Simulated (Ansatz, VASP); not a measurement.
## HgTe: VASP beside Ansatz

```
CELL_PARAMETERS angstrom
0.00000 3.22350 3.15903
3.22350 0.00000 3.15903
3.22350 3.22350 0.00000
ATOMIC_POSITIONS crystal
Hg 0.00000 0.00000 0.00000
Te 0.25000 0.25000 0.25000
```

Change from the starting cell: z stretched by -2 %, ions relaxed.

Alike in both runs: functional PBE; k mesh 13 × 13 × 13; occupations fermi-dirac, width 0.05 eV; no spin polarisation.

Ansatz relaxed the structure, and its values are those at the end. VASP's run is a single point on that final structure, the one shown.

```csv
,VASP,Ansatz
version,VASP 6.6.1,Ansatz 0.2.0
potentials or method,"VASP PAW PBE potentials, release 64 (Hg, Te)","plane-wave PAW, scalar-relativistic"
plane-wave cutoff (eV),520,420
valence electrons in the cell,18,36
```

```tsv
	VASP	Ansatz	Ansatz less VASP
pressure (GPa)	5.3	5.2	-0.08
```

VASP's potentials hold 18 valence electrons a cell and Ansatz's 36, so a difference there can come from the potentials and not from the codes. Ansatz's warnings: stress scf threshold loose.

Neither program's run includes spin-orbit coupling.
